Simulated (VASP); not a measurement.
Runs of VASP 6.6.1 on Ti3Si. The structure is that of space group P6_3/mmc (No. 194), or close to it. The cells are those of the table. 

```tsv
task	cell	k mesh	cutoff (eV)	smearing	gap on the mesh (eV)	pressure (GPa)	largest force (eV/Å)
single point	a = 5.584, b = 5.584, c = 4.473 Å, angles 90.0, 90.0, 120.0°, 8 atoms	6 × 6 × 8	520	gaussian 0.1 eV	none	(c)	0.01
single point	a = 5.631, b = 5.631, c = 4.505 Å, angles 90.0, 90.0, 120.0°, 8 atoms	6 × 6 × 8	520	gaussian 0.1 eV	none	-3.4	-
single point	a = 5.400, b = 5.400, c = 4.352 Å, angles 90.0, 90.0, 120.0°, 8 atoms	6 × 6 × 8	520	gaussian 0.1 eV	none	15.8	0.02
single point	a = 5.584, b = 5.584, c = 4.473 Å, angles 90.0, 90.0, 120.0°, 8 atoms	12 × 12 × 10	520	gaussian 0.15 eV	none	(b)	0.01
single point	a = 5.463, b = 5.463, c = 4.393 Å, angles 90.0, 90.0, 120.0°, 8 atoms	6 × 6 × 8	520	gaussian 0.1 eV	none	9.7	0.01
single point	a = 5.524, b = 5.524, c = 4.433 Å, angles 90.0, 90.0, 120.0°, 8 atoms	6 × 6 × 8	520	gaussian 0.1 eV	none	4.5	0.01
single point	a = 5.696, b = 5.696, c = 4.556 Å, angles 90.0, 90.0, 120.0°, 8 atoms	6 × 6 × 8	520	gaussian 0.1 eV	none	-7.5	-
single point	a = 5.335, b = 5.335, c = 4.313 Å, angles 90.0, 90.0, 120.0°, 8 atoms	6 × 6 × 8	520	gaussian 0.1 eV	none	(a)	0.02
single point	a = 5.772, b = 5.772, c = 4.604 Å, angles 90.0, 90.0, 120.0°, 8 atoms	6 × 6 × 8	520	gaussian 0.1 eV	none	-11.5	0.02
relaxation of shape and atoms at fixed volume	relaxed from a = 5.767, b = 5.767, c = 4.613 Å, angles 90.0, 90.0, 120.0°, 8 atoms	6 × 6 × 8	600	gaussian 0.1 eV	none	-11.5	0.01
```

Alike in all rows: level PBEsol; potentials or basis VASP PAW PBE potentials, release 64 (Ti_sv, Si); no spin polarisation.

Task: Fill in the values left out.

Result: (a) 22.8; (b) 0.0; (c) -0.1.

Caveats: the PAW data sets were made with another functional, which shifts forces and pressure a little; the cell stands under pressure (at least some runs); the cell stands under tension (at least some runs).

A gap of «none» marks levels without a gap at the run's occupations.
